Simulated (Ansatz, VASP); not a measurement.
# Two plane-wave programs on Al3Cu

POSCAR

```
Al3Cu
1.0
    3.9241510000      0.0000000000      0.0000000000
    0.0000000000      3.9241510000      0.0000000000
    0.0000000000      0.0000000000      3.9241510000
Al Cu
3 1
Direct
    0.0000000000      0.5000000000      0.5000000000
    0.5000000000      0.0000000000      0.5000000000
    0.5000000000      0.5000000000      0.0000000000
    0.0000000000      0.0000000000      0.0000000000
```

INCAR.step1

```
PREC = Accurate ; ENCUT = 520
ISMEAR = 0 ; SIGMA = 0.1
LREAL = False ; LASPH = True
NELM = 100 ; NBANDS = 18
GGA = PE ; ALGO = Normal
EDIFF = 1E-4 ; LWAVE = True
LCHARG = False
```

The input INCAR.step2:

```
PREC = Accurate ; ENCUT = 520
EDIFF = 1E-6 ; ISMEAR = 0
SIGMA = 0.1 ; LREAL = False
LASPH = True ; NELM = 100
ALGO = Normal ; ISIF = 2
LWAVE = False ; LCHARG = False
METAGGA = R2SCAN ; LMIXTAU = True
NBANDS = 18 ; ISTART = 1
```

KPOINTS

```
regular mesh
0
Gamma
  6 6 6
```

Input for Ansatz:

```yaml
crystal:
  lattice:
    - [3.924151, 0.0, 0.0]
    - [0.0, 3.924151, 0.0]
    - [0.0, 0.0, 3.924151]
  atoms:
    - { symbol: Al, position: [0.0, 0.5, 0.5] }
    - { symbol: Al, position: [0.5, 0.0, 0.5] }
    - { symbol: Al, position: [0.5, 0.5, 0.0] }
    - { symbol: Cu, position: [0.0, 0.0, 0.0] }
basis:
  ecutwfc: 500
kpoints:
  mp_grid: { grid: [6, 6, 6] }
hamiltonian:
  xc: r2scan
scf:
  occupations: { method: gaussian, width: 0.1 }
output:
  forces: true
  stress: true
  eigenvalues: true
```

Alike in both runs: task single point; functional r2SCAN; k mesh 6 × 6 × 6; occupations gaussian, width 0.1 eV; no spin polarisation.

|  | VASP | Ansatz |
| --- | --- | --- |
| version | VASP 6.6.1 | Ansatz 0.2.0 |
| potentials or method | VASP PAW PBE potentials, release 64 (Al, Cu), cutoff 520 eV | scalar-relativistic, plane waves, PAW |
| valence electrons in the cell | 20 | 28 |

```csv
,VASP,Ansatz,Ansatz less VASP
gap on the k mesh at the Fermi level (eV),none,none,-
pressure (GPa),-3.1,-3.0,+0.12
```

VASP's potentials were made for PBE, not for r2SCAN. A gap of «none» marks a metal or a gap that the smearing closes. With one functional, cell and mesh, what is left measures potentials, basis and numerics. VASP's potentials hold 20 valence electrons a cell and Ansatz's 28, so a difference there can come from the potentials and not from the codes.
